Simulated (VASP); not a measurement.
# BN: single point with PBE+D3(BJ)

BN, a slab with vacuum:

```
CELL_PARAMETERS angstrom
2.48000 0.00000 0.00000
-1.24000 2.14774 0.00000
0.00000 0.00000 26.00000
ATOMIC_POSITIONS crystal
B 0.00000 0.00000 0.51373
N 0.66667 0.33333 0.48627
```

```yaml
Program: VASP 6.6.1
Task: single point
Functional: PBE
Dispersion: D3(BJ)
Potentials_or_basis: VASP PAW PBE potentials, release 64 (B, N)
Cutoff: 520 eV
k_mesh: 12 × 12 × 1
Occupations: gaussian, width 0.02 eV
Spin: no spin polarisation
```

```yaml
Largest_force: 9.746 eV/Å
Band_gap_on_the_k_mesh: zero (bands 4 and 5 overlap by 0.15 eV)
Dispersion_energy_per_atom: -0.078 eV
```

Forces in eV/Å, atoms in the order of the input:
```
B    0.000  0.000 -9.746
N    0.000  0.000  9.746
```

Levels at points of the mesh, in eV from the Fermi level:
```tsv
k point	band 2	band 3	band 4	band 5	band 6	band 7
(0.00, 0.00, 0.00)	-6.88	-0.20	0.16	0.16	2.81	3.51
(0.50, 0.00, 0.00)	-8.77	-2.60	-2.54	0.79	6.22	10.12
```

Run time: 26 s on 1 thread of AMD EPYC 9R45 96-Core Processor (Zen 5) (shared host), peak memory 0.21 GiB.
